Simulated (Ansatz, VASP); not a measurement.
**One calculation of BN, two programs**

```
B N
1.0
     2.67075    0.00000    0.00000
    -1.33537    2.15498    0.00000
     0.00000    0.00000    6.49527
B N
2 2
Direct
  0.34698 0.69396 0.25000
  0.65302 0.30604 0.75000
  0.31618 0.63236 0.75000
  0.68382 0.36764 0.25000
```

Change from the starting cell: normal strain along x +0.0733, normal strain along z +0.0000.

Alike in both runs: functional LDA; k mesh 12 × 12 × 4; occupations gaussian, width 0.05 eV; no spin polarisation.

Ansatz relaxed the structure, and its values are those at the end. VASP's run is a single point on that final structure, the one shown.

|  | VASP | Ansatz |
| --- | --- | --- |
| version | VASP 6.6.1 | Ansatz 0.2.0 |
| potentials or method | VASP PAW LDA potentials, release 64 (B, N), cutoff 520 eV | scalar-relativistic, plane waves, PAW |
| valence electrons in the cell | 16 | 16 |

```tsv
	VASP	Ansatz	Ansatz less VASP
gap on the k mesh at the Fermi level (eV)	3.68	3.69	+0.010
least direct gap on the mesh (eV)	3.91	3.93	+0.010
pressure (GPa)	-22.1	-22.6	-0.49
rms of the force components (eV/Å)	0.006	0.000	-0.0061
```

Ansatz warns that its potentials were made for another functional, while VASP's fit it. LDA's correlation is that of Perdew and Zunger in VASP and of Perdew and Wang (1992) in Ansatz. Ansatz's warnings: stress scf threshold loose.
